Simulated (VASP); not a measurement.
A run of VASP 6.6.1 is set up as follows.

INCAR

```
ALGO = Normal
EDIFF = 1E-6
ENCUT = 600
GGA = PE
GGA_COMPAT = F
ISIF = 2
ISMEAR = 0
LASPH = T
LCHARG = T
LELF = T
LREAL = F
LVHAR = T
LWAVE = F
NBANDS = 38
NELM = 120
PREC = Accurate
SIGMA = 0.1
```

KPOINTS

```
k-points
0
Gamma
  6 6 6
```

Contents of POSCAR:

```
Zn2SbO3
1.0
    5.5318508445      0.0000000000      0.0000000000
   -2.7659254223      4.7907233613      0.0000000000
    0.0000000000      0.0000000000      2.8319781165
Zn Sb O
2 1 3
Direct
    0.6666666667      0.3333333333      0.0000000000
    0.3333333333      0.6666666667      0.0000000000
    0.0000000000      0.0000000000      0.0000000000
    0.5000000000      0.0000000000      0.5000000000
    0.0000000000      0.5000000000      0.5000000000
    0.5000000000      0.5000000000      0.5000000000
```

Potentials or basis: VASP PAW PBE potentials, release 64 (Zn, Sb_d_GW, O).

Run with:

```console
$ cat potpaw_PBE.64/Zn/POTCAR potpaw_PBE.64/Sb_d_GW/POTCAR potpaw_PBE.64/O/POTCAR > POTCAR
$ mpirun -np 1 vasp_std > vasp.out
```

**Question.** Estimate the pressure.

**Answer.** 0.4 GPa.

Caveat: the k points lie up to 0.37 Å⁻¹ apart; an odd number of electrons without spin polarisation forces a metal; a magnetic or distorted state may lie lower.
